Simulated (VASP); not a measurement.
# Pb (Im-3m) in VASP: notebook

Aim: see how the results for Pb move with the level of theory and the settings. Levels: PBE0, HSE06, PBE-based screened hybrid with 25 % exact exchange, B3LYP, PBEsol-based screened hybrid with 25 % exact exchange. Tasks: single point, relaxation of cell and atoms.

Everything below comes from runs of VASP 6.6.1. Logs are shortened: lines on timing, memory, paths and dates and some standing lists are left out, and cuts for length are marked.

## Step 1: The cell of the first run

Symmetry: Im-3m, No. 229, cubic system. The conventional cell has a = 4.002 Å, b = 4.002 Å, c = 4.002 Å, α = 90.00°, β = 90.00°, γ = 90.00°. Pb (site symmetry m-3m) has 14 Pb at 3.47 to 4.00 Å within 4.6 Å.

This isn't the form of Pb at room conditions, which is fcc.

## Step 2: Single point, PBE0

File POSCAR:

```
Pb
1.0
   -2.0012333669      2.0012333669      2.0012333669
    2.0012333669     -2.0012333669      2.0012333669
    2.0012333669      2.0012333669     -2.0012333669
Pb
1
Direct
    0.0000000000      0.0000000000      0.0000000000
```

File INCAR.step1:

```
SYSTEM = Pb
PREC = Accurate ; ENCUT = 520
EDIFF = 1E-5 ; ISMEAR = -1
SIGMA = 0.05 ; LREAL = .False.
LASPH = .True. ; NELM = 80
ALGO = Normal ; ISIF = 2
LWAVE = .True. ; LCHARG = .False.
NBANDS = 13 ; GGA = PE
```

File INCAR.step2:

```
SYSTEM = Pb
PREC = Accurate ; ENCUT = 520
EDIFF = 1E-6 ; ISMEAR = -1
SIGMA = 0.05 ; LREAL = .False.
LASPH = .True. ; NELM = 80
ALGO = Normal ; ISIF = 2
LWAVE = .False. ; LCHARG = .False.
GGA = PE ; LHFCALC = .True.
AEXX = 0.25 ; PRECFOCK = Normal
NBANDS = 13 ; ISTART = 1
```

File KPOINTS:

```
regular mesh
0
Gamma
  5 5 5
  0 0 0
```

Potentials or basis: VASP PAW PBE potentials, release 64 (Pb_d).

On the command line:

```bash
cat potpaw_PBE.64/Pb_d/POTCAR > POTCAR
cp INCAR.step1 INCAR
mpirun -np 1 vasp_std > vasp.out
cp INCAR.step2 INCAR
mpirun -np 1 vasp_std > vasp.out
```

OUTCAR:

```text
SYSTEM = Pb
   PREC = Accurate
   ENCUT = 520
   EDIFF = 1E-6
   ISMEAR = -1
   LREAL = .False.
   LASPH = .True.
   NELM = 80
   ISIF = 2
   GGA = PE
   LHFCALC = .True.
   AEXX = 0.25
   PRECFOCK = Normal
   ISTART = 1

 ion  position               nearest neighbor table
   1  0.000  0.000  0.000-

  LATTYP: Found a body centered cubic cell.
 ALAT       =     4.0024667338

  Lattice vectors:

 A1 = (  -2.0012333669,   2.0012333669,   2.0012333669)
 A2 = (   2.0012333669,  -2.0012333669,   2.0012333669)
 A3 = (   2.0012333669,   2.0012333669,  -2.0012333669)

Analysis of symmetry for initial positions (statically):
=====================================================================
 Subroutine PRICEL returns:
 Original cell was already a primitive cell.

 Routine SETGRP: Setting up the symmetry group for a
 body centered cubic supercell.

 Subroutine GETGRP returns: Found 48 space group operations
 (whereof 48 operations were pure point group operations)
 out of a pool of 48 trial point group operations.

The static configuration has the point symmetry O_h .

Analysis of symmetry for dynamics (positions and initial velocities):
=====================================================================
 Subroutine PRICEL returns:
 Original cell was already a primitive cell.

 Routine SETGRP: Setting up the symmetry group for a
 body centered cubic supercell.

 Subroutine GETGRP returns: Found 48 space group operations
 (whereof 48 operations were pure point group operations)
 out of a pool of 48 trial point group operations.

The dynamic configuration has the point symmetry O_h .

 Subroutine INISYM returns: Found 48 space group operations
 (whereof 48 operations are pure point group operations),
 and found     1 'primitive' translations

----------------------------------------------------------------------------------------

                                     Primitive cell

  volume of cell :      32.0592

  direct lattice vectors                    reciprocal lattice vectors
    -2.001233367  2.001233367  2.001233367     0.000000000  0.249845924  0.249845924
     2.001233367 -2.001233367  2.001233367     0.249845924  0.000000000  0.249845924
     2.001233367  2.001233367 -2.001233367     0.249845924  0.249845924  0.000000000

  length of vectors
     3.466237869  3.466237869  3.466237869     0.353335494  0.353335494  0.353335494

  position of ions in fractional coordinates (direct lattice)
     0.000000000  0.000000000  0.000000000

  ion indices of the primitive-cell ions
   primitive index   ion index
                 1           1

----------------------------------------------------------------------------------------

 KPOINTS: regular mesh

Automatic generation of k-mesh.
 Grid dimensions read from file:
 generate k-points for:    5    5    5

 Generating k-lattice:

  Cartesian coordinates                     Fractional coordinates (reciprocal lattice)
     0.000000000  0.049969185  0.049969185     0.200000000  0.000000000  0.000000000
     0.049969185  0.000000000  0.049969185     0.000000000  0.200000000  0.000000000
     0.049969185  0.049969185  0.000000000     0.000000000  0.000000000  0.200000000

  Length of vectors
     0.070667099  0.070667099  0.070667099

  Shift w.r.t. Gamma in fractional coordinates (k-lattice)
     0.000000000  0.000000000  0.000000000

 Subroutine IBZKPT returns following result:
 ===========================================

 Found     10 irreducible k-points:

 Following reciprocal coordinates:
            Coordinates               Weight
  0.000000  0.000000  0.000000      1.000000
  0.200000  0.000000  0.000000     12.000000
  0.400000  0.000000  0.000000     12.000000
  0.200000  0.200000  0.000000     24.000000
  0.400000  0.200000 -0.000000     24.000000
  0.200000  0.200000  0.200000      8.000000
 -0.200000  0.200000  0.200000      6.000000
 -0.400000  0.400000  0.200000     24.000000
 -0.400000 -0.400000  0.200000      8.000000
 -0.400000  0.400000  0.400000      6.000000
   k-points           NKPTS =     10   k-points in BZ     NKDIM =    125   number of bands    NBANDS=     13
   number of dos      NEDOS =    301   number of ions     NIONS =      1
   total plane-waves  NPLWV =  21952
   dimension x,y,z NGX =    28 NGY =   28 NGZ =   28
   dimension x,y,z NGXF=    56 NGYF=   56 NGZF=   56
   ions per type =               1
   NGX,Y,Z   is equivalent  to a cutoff of  13.43, 13.43, 13.43 a.u.
   NGXF,Y,Z  is equivalent  to a cutoff of  26.86, 26.86, 26.86 a.u.
 SYSTEM =  Pb
   PREC   = accura    normal or accurate (medium, high low for compatibility)
   ISTART =      1    job   : 0-new  1-cont  2-samecut
   ICHARG =      0    charge: 1-file 2-atom 10-const
   ISPIN  =      1    spin polarized calculation?
   LNONCOLLINEAR =      F non collinear calculations
   LSORBIT =      F    spin-orbit coupling
   LASPH  =      T    aspherical Exc in radial PAW
   ENCUT  =  520.0 eV  38.22 Ry    6.18 a.u.   6.44  6.44  6.44*2*pi/ulx,y,z
   NELM   =     80;   NELMIN=  2; NELMDL=  0     # of ELM steps
   EDIFF  = 0.1E-05   stopping-criterion for ELM
   LREAL  =      F    real-space projection
   EDIFFG = 0.1E-04   stopping-criterion for IOM
   NSW    =      0    number of steps for IOM
   IBRION =     -1    ionic relax: 0-MD 1-quasi-New 2-CG
   NFREE  =      0    steps in history (QN), initial steepest desc. (CG)
   ISIF   =      2    stress and relaxation
   ISYM   =      3    0-nonsym 1-usesym 2-fastsym
   POTIM  = 0.5000    time-step for ionic-motion
   TEBEG  =    0.0;   TEEND  =   0.0 temperature during run
   PSTRESS=    0.0 pullay stress
   NELECT =      14.0000    total number of electrons
   NUPDOWN=      -1.0000    fix difference up-down
   EMIN   =  10.00;   EMAX   =-10.00  energy-range for DOS
   EFERMI =   0.00;   METHOD = LEGACY
   ISMEAR =    -1;   SIGMA  =   0.05  broadening in eV -4-tet -1-fermi 0-gaus
   EFERMI_NEDOS =   21; number of points for ismear=-14 and -15
   IALGO  =     38    algorithm
   IMIX   =      1    mixing-type and parameters
     AMIX     =   0.40;   BMIX     =  1.00
     AMIX_MAG =   1.60;   BMIX_MAG =  1.00
  volume/ion in A,a.u.               =      32.06       216.35
  Fermi-wavevector in a.u.,A,eV,Ry     =   1.242033  2.347102 20.988970  1.542646
  Thomas-Fermi vector in A             =   2.376405
   LORBIT       =      0    0 simple, 1 ext, 2 COOP (PROOUT), +10 PAW based schemes
   GGA     = PE    functional components
   LHFCALC =     T    Hartree Fock is set to
   PRECFOCK=normal    Normal, Fast or Accurate (Low or Medium for compatibility)
   ENCUT4O =  -1.0   cutoff for four orbital integrals eV
   NKREDX  =     1    reduce k-point grid by
   NKREDY  =     1    reduce k-point grid by
   NKREDZ  =     1    reduce k-point grid by
   AEXX    =    0.2500 exact exchange contribution
   HFSCREEN=    0.0000 screening length (either q_TF or 0.3 A-1)
   HFSCREENC=   0.0000 screening length for correlation (either q_TF or 0.3 A-1)
   ENCUTFOCK=  -1.0 apply spherical cutoff to Coloumb kernel
   IVDW    =     0    specifies the selected vdW correction
   LEPSILON=     F    determine dielectric tensor
   LRPA    =     F    only Hartree local field effects (RPA)
 non-spin polarized calculation
  energy-cutoff  :      520.00
  volume of cell :       32.06
 maximum number of plane-waves:       887
 NGX is ok and might be reduce to    28
  NGX = 20; NGY = 20; NGZ = 20

 number of electron      13.9999997 magnetization

 Free energy of the ion-electron system (eV)
  ---------------------------------------------------
  ext. energy  EPLUGINS =         0.00000000
  ---------------------------------------------------
  free energy    TOTEN  =        -4.48486791 eV

  energy without entropy =       -4.48211371  energy(sigma->0) =       -4.48349081

 E-fermi :   6.5919     XC(G=0):  -7.8367

 val. band max:        6.4719899449   @ k =  -0.4000   0.4000   0.4000
 cond. band min:       7.2548228241   @ k =   0.4000   0.2000  -0.0000
 fundamental gap:      0.7828328792
 Fermi energy:         6.5918725445

 k-point     1 :       0.0000    0.0000    0.0000
  band No.  band energies     occupation
      1     -12.7779      2.00000
      2     -12.7779      2.00000
      3     -12.7779      2.00000
      4     -12.5643      2.00000
      5     -12.5643      2.00000
      6      -6.4989      2.00000
      7      14.9537      0.00000
      8      14.9537      0.00000
      9      14.9537      0.00000
     10      18.7530      0.00000
     11      18.7530      0.00000
     12      18.7530      0.00000
     13      18.8626      0.00000

 k-point     2 :       0.2000    0.0000    0.0000
  band No.  band energies     occupation
      1     -12.8043      2.00000
      2     -12.7528      2.00000
      3     -12.6607      2.00000
      4     -12.5885      2.00000
      5     -12.5680      2.00000
      6      -5.6365      2.00000
      7       9.6591      0.00000
      8      12.9740      0.00000
      9      14.0081      0.00000
     10      16.2602      0.00000
     11      17.3603      0.00000
     12      18.8000      0.00000
     13      20.8322      0.00000

 k-point     3 :       0.4000    0.0000    0.0000
  band No.  band energies     occupation
      1     -12.8469      2.00000
      2     -12.7680      2.00000
      3     -12.5832      2.00000
      4     -12.5735      2.00000
      5     -12.4631      2.00000
      6      -3.2496      2.00000
      7       3.2019      2.00000
      8      11.0003      0.00000
      9      12.7470      0.00000
     10      14.9278      0.00000
     11      16.3764      0.00000
     12      20.7783      0.00000
     13      21.9696      0.00000
[... 81 lines left out ...]
 k-point     9 :      -0.4000   -0.4000    0.2000
  band No.  band energies     occupation
      1     -12.7306      2.00000
      2     -12.7306      2.00000
      3     -12.6819      2.00000
      4     -12.4926      2.00000
      5     -12.4926      2.00000
      6      -1.0966      2.00000
      7       4.5233      2.00000
      8       4.5233      2.00000
      9      10.9967      0.00000
     10      15.2011      0.00000
     11      15.2011      0.00000
     12      18.4972      0.00000
     13      24.6132      0.00000

 k-point    10 :      -0.4000    0.4000    0.4000
  band No.  band energies     occupation
      1     -12.8014      2.00000
      2     -12.7782      2.00000
      3     -12.5044      2.00000
      4     -12.5044      2.00000
      5     -12.4920      2.00000
      6      -0.5849      2.00000
      7       5.6591      2.00000
      8       6.4720      1.83336
      9       6.4720      1.83330
     10      12.0602      0.00000
     11      14.0430      0.00000
     12      23.5766      0.00000
     13      24.7899      0.00000

------------------------ aborting loop because EDIFF is reached ----------------------------------------

  FORCE on cell =-STRESS in cart. coord.  units (eV):
  Direction    XX          YY          ZZ          XY          YZ          ZX
  --------------------------------------------------------------------------------------
  -------------------------------------------------------------------------------------
  Total       -0.0364276     -0.0364276     -0.0364276      0.0000000      0.0000000     -0.0000000
  in kB       -1.8204864     -1.8204864     -1.8204864      0.0000000      0.0000000     -0.0000000
  external PRESSURE =      -1.8204864 kB  Pullay stress =       0.0000000 kB

 VOLUME and BASIS-vectors are now :
 -----------------------------------------------------------------------------
  energy-cutoff  :      520.00
  volume of cell :       32.06
      direct lattice vectors                 reciprocal lattice vectors
    -2.001233367  2.001233367  2.001233367     0.000000000  0.249845924  0.249845924
     2.001233367 -2.001233367  2.001233367     0.249845924  0.000000000  0.249845924
     2.001233367  2.001233367 -2.001233367     0.249845924  0.249845924  0.000000000

 POSITION                                       TOTAL-FORCE (eV/Angst)
 -----------------------------------------------------------------------------------
      0.00000      0.00000      0.00000        -0.000000      0.000000      0.000000
 -----------------------------------------------------------------------------------
    total drift:                                0.000000     -0.000000      0.000000

  FREE ENERGIE OF THE ION-ELECTRON SYSTEM (eV)
  ---------------------------------------------------
  free  energy   TOTEN  =        -4.4848679083 eV

  energy  without entropy=       -4.4821137141  energy(sigma->0) =       -4.48349081
```

Run time: 4.7 min. Hardware: 1 thread of AMD EPYC 9R14 (Zen 4), shared host; peak memory 0.13 GiB.

What came out:

- Free energy: -4.4849 eV
- Pressure: -0.2 GPa
- Band gap on the k mesh: zero (bands 7 and 8 overlap by 10.43 eV)

Caveat: the k points lie up to 0.44 Å⁻¹ apart, too coarse for converged energies and pressures of a metal; the PAW data sets were made with another functional, which shifts forces and pressure a little; spin-orbit coupling is left out, which moves the levels of the heavy elements.

## Step 3: Single point, HSE06

This run uses another cell than the first one, of 32.16 Å³/atom.

File POSCAR:

```
Pb
1.0
   -2.0032899508      2.0032899508      2.0032899508
    2.0032899508     -2.0032899508      2.0032899508
    2.0032899508      2.0032899508     -2.0032899508
Pb
1
Direct
    0.0000000000      0.0000000000      0.0000000000
```

File INCAR.step1:

```
SYSTEM = Pb
PREC = Accurate ; ENCUT = 520
EDIFF = 1E-5 ; ISMEAR = -1
SIGMA = 0.05 ; LREAL = .False.
LASPH = .True. ; NELM = 60
ALGO = Normal ; ISIF = 2
LWAVE = .True. ; LCHARG = .False.
GGA = PE ; NBANDS = 13
```

File INCAR.step2:

```
SYSTEM = Pb
PREC = Accurate ; ENCUT = 520
EDIFF = 1E-7 ; ISMEAR = -1
SIGMA = 0.05 ; LREAL = .False.
LASPH = .True. ; NELM = 60
ALGO = Normal ; ISIF = 2
LWAVE = .False. ; LCHARG = .False.
GGA = PE ; LHFCALC = .True.
HFSCREEN = 0.2079 ; PRECFOCK = Normal
ISTART = 1 ; NBANDS = 13
```

KPOINTS is that of step 2.

Potentials or basis: VASP PAW PBE potentials, release 64 (Pb_d).

On the command line:

```bash
cat potpaw_PBE.64/Pb_d/POTCAR > POTCAR
cp INCAR.step1 INCAR
mpirun -np 1 vasp_std > vasp.out
cp INCAR.step2 INCAR
mpirun -np 1 vasp_std > vasp.out
```

OUTCAR:

```text
SYSTEM = Pb
   PREC = Accurate
   ENCUT = 520
   EDIFF = 1E-7
   ISMEAR = -1
   LREAL = .False.
   LASPH = .True.
   NELM = 60
   ISIF = 2
   GGA = PE
   LHFCALC = .True.
   HFSCREEN = 0.2079
   PRECFOCK = Normal
   ISTART = 1

 ion  position               nearest neighbor table
   1  0.000  0.000  0.000-

  LATTYP: Found a body centered cubic cell.
 ALAT       =     4.0065799016

  Lattice vectors:

 A1 = (  -2.0032899508,   2.0032899508,   2.0032899508)
 A2 = (   2.0032899508,  -2.0032899508,   2.0032899508)
 A3 = (   2.0032899508,   2.0032899508,  -2.0032899508)

Analysis of symmetry for initial positions (statically):
=====================================================================
 Subroutine PRICEL returns:
 Original cell was already a primitive cell.

 Routine SETGRP: Setting up the symmetry group for a
 body centered cubic supercell.

 Subroutine GETGRP returns: Found 48 space group operations
 (whereof 48 operations were pure point group operations)
 out of a pool of 48 trial point group operations.

[... 159 lines left out ...]

 k-point     1 :       0.0000    0.0000    0.0000
  band No.  band energies     occupation
      1     -12.4044      2.00000
      2     -12.4044      2.00000
      3     -12.4044      2.00000
      4     -12.1934      2.00000
      5     -12.1934      2.00000
      6      -6.0807      2.00000
      7      14.4777      0.00000
      8      14.4777      0.00000
      9      14.4777      0.00000
     10      18.3326      0.00000
     11      18.3326      0.00000
     12      18.3326      0.00000
     13      18.3920      0.00000
[... 130 lines left out ...]
  band No.  band energies     occupation
      1     -12.4261      2.00000
      2     -12.4031      2.00000
      3     -12.1337      2.00000
      4     -12.1337      2.00000
      5     -12.1220      2.00000
      6      -0.2232      2.00000
      7       5.9675      2.00000
      8       6.7270      1.50406
      9       6.7270      1.50406
     10      11.6850      0.00000
     11      13.6491      0.00000
     12      23.1172      0.00000
     13      24.3298      0.00000

------------------------ aborting loop because EDIFF is reached ----------------------------------------

  FORCE on cell =-STRESS in cart. coord.  units (eV):
  Direction    XX          YY          ZZ          XY          YZ          ZX
  --------------------------------------------------------------------------------------
  -------------------------------------------------------------------------------------
  Total       -0.0071537     -0.0071537     -0.0071537      0.0000000      0.0000000     -0.0000000
  in kB       -0.3564086     -0.3564086     -0.3564086      0.0000000      0.0000000     -0.0000000
  external PRESSURE =      -0.3564086 kB  Pullay stress =       0.0000000 kB

 VOLUME and BASIS-vectors are now :
 -----------------------------------------------------------------------------
  energy-cutoff  :      520.00
  volume of cell :       32.16
      direct lattice vectors                 reciprocal lattice vectors
    -2.003289951  2.003289951  2.003289951     0.000000000  0.249589432  0.249589432
     2.003289951 -2.003289951  2.003289951     0.249589432  0.000000000  0.249589432
     2.003289951  2.003289951 -2.003289951     0.249589432  0.249589432  0.000000000

 POSITION                                       TOTAL-FORCE (eV/Angst)
 -----------------------------------------------------------------------------------
      0.00000      0.00000      0.00000        -0.000000      0.000000     -0.000000
 -----------------------------------------------------------------------------------
    total drift:                                0.000002     -0.000002     -0.000000

  FREE ENERGIE OF THE ION-ELECTRON SYSTEM (eV)
  ---------------------------------------------------
  free  energy   TOTEN  =        -3.9757557404 eV

  energy  without entropy=       -3.9647626918  energy(sigma->0) =       -3.97025922
```

It took 6.6 min on 1 thread of AMD EPYC 9R14 (Zen 4), shared host; peak memory 0.23 GiB.

Results:

```yaml
Free_energy: -3.9758 eV
Pressure: 0.0 GPa
Band_gap_on_the_k_mesh: zero (bands 7 and 8 overlap by 9.63 eV)
```

Levels at points of the mesh, in eV from the Fermi level:
| k point | band 5 | band 6 | band 7 | band 8 | band 9 | band 10 |
| --- | --- | --- | --- | --- | --- | --- |
| (0.00, 0.00, 0.00) | -18.98 | -12.86 | 7.70 | 7.70 | 7.70 | 11.55 |

Caveat: the k points lie up to 0.44 Å⁻¹ apart, too coarse for converged energies and pressures of a metal; the PAW data sets were made with another functional, which shifts forces and pressure a little; spin-orbit coupling is left out, which moves the levels of the heavy elements.

(Part 1 of 2 ends here.)
